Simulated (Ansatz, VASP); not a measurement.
## SnO2: VASP beside Ansatz

```
CELL_PARAMETERS angstrom
0.00000 2.53347 2.53347
2.66014 0.00000 2.53347
2.66014 2.53347 0.00000
ATOMIC_POSITIONS crystal
Sn 0.00000 0.00000 0.00000
O 0.25000 0.25000 0.25000
O 0.75000 0.75000 0.75000
```

Change from the starting cell: uniaxial_x strain +5.0%.

Alike in both runs: task single point; functional HSE06; k mesh 6 × 6 × 6; occupations fermi-dirac, width 0.02 eV; no spin polarisation.

```csv
,VASP,Ansatz
version,VASP 6.6.1,Ansatz 0.2.0
potentials or method,"VASP PAW PBE potentials, release 64 (Sn_d, O)","plane waves, PAW"
plane-wave cutoff (eV),520,420
valence electrons in the cell,26,26
```

```csv
,VASP,Ansatz,Ansatz less VASP
gap on the k mesh at the Fermi level (eV),0.87,0.89,+0.013
pressure (GPa),-11.6,-12.3,-0.73
"traceless stress, the component that is largest in VASP (GPa)",-15.04,-15.06,-0.023
```

Ansatz's warnings: stress exchange threshold loose, stress scf threshold loose.
